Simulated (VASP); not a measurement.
## H4C3S2: single point with PBE+D3(BJ)

H4C3S2:

```
S C H
1.0
     8.17330    0.00000    0.00000
     0.00000    8.17330    0.00000
     0.00000    0.00000    8.17330
S C H
6 9 12
Direct
  0.14839 0.19613 0.97804
  0.77327 0.24395 0.97064
  0.25154 0.34405 0.51038
  0.57131 0.45027 0.68428
  0.97388 0.93860 0.41098
  0.07034 0.59495 0.26982
  0.96847 0.21772 0.94992
  0.41176 0.37715 0.59398
  0.01663 0.76911 0.33656
  0.60820 0.61364 0.33198
  0.53273 0.75570 0.29990
  0.96183 0.53391 0.79298
  0.01138 0.66996 0.73415
  0.50782 0.90562 0.71501
  0.38213 0.93332 0.60781
  0.73448 0.61777 0.34474
  0.53949 0.48539 0.30463
  0.61218 0.86817 0.27664
  0.42045 0.75606 0.22035
  0.94453 0.51496 0.91790
  0.94202 0.45048 0.68162
  0.06875 0.76773 0.82552
  0.03089 0.66923 0.59584
  0.58957 0.02775 0.74183
  0.51074 0.76603 0.77921
  0.38837 0.07501 0.53878
  0.36335 0.84515 0.49127
```

```json
{"Program": "VASP 6.6.1", "Task": "single point", "Functional": "PBE", "Dispersion": "D3(BJ)", "Potentials or basis": "VASP PAW PBE potentials, release 64 (S, C, H)", "Cutoff": "520 eV", "k mesh": "1 × 1 × 1", "Occupations": "fermi-dirac, width 0.02 eV", "Spin": "no spin polarisation", "Dipole correction": "no", "Further INCAR settings": "ALGO = Normal; EDIFF = 1e-06; NBANDS = 61"}
```

The pressure is -1.4 GPa, the largest force is 5.334 eV/Å and the dispersion energy per atom is -0.066 eV.

Forces in eV/Å, atoms in the order of the input:
```
S    3.072 -0.459 -0.126
S    2.078 -0.663 -0.577
S   -2.389 -0.723 -1.388
S   -1.649 -1.235 -0.996
S   -0.173 -0.035 -0.311
S   -0.419  1.129  0.129
C   -5.191  0.354  1.115
C    3.785  2.059  2.425
C    0.513 -0.736 -0.404
C   -3.234 -1.698 -1.594
C    0.587  0.561 -2.466
C   -0.998 -2.620 -2.560
C    3.084  4.250 -0.688
C   -0.611 -0.133  0.899
C    2.436  2.001 -4.303
H    1.930 -0.457  0.839
H    1.427  2.378  0.778
H   -0.857 -0.850  0.842
H    0.149  0.032  1.189
H   -0.312 -0.696  1.471
H   -0.396 -0.190  2.191
H   -1.161 -1.015 -1.983
H    0.025  0.799  1.751
H   -1.431 -2.830  0.495
H    0.703  3.255 -1.332
H   -0.246 -3.165  1.860
H   -0.722  0.688  2.743
```

Stress tensor (GPa, compression positive):
```
 0.43 -0.92 -0.01
-0.92 -2.63 -1.67
-0.01 -1.67 -2.05
```

Levels at points of the mesh, in eV from the Fermi level:
```csv
k point,band 38,band 39,band 40,band 41,band 42,band 43,band 44,band 45,band 46,band 47
"(0.00, 0.00, 0.00)",-1.23,-1.21,-1.12,-0.73,-0.47,2.13,2.27,2.33,2.48,2.59
```

Run time: 42 s on 1 thread of AMD EPYC 9R45 (Zen 5) (shared host), peak memory 0.53 GiB.

Caveat: the k points lie up to 0.77 Å⁻¹ apart; the atoms stand as in a frame of molecular dynamics.
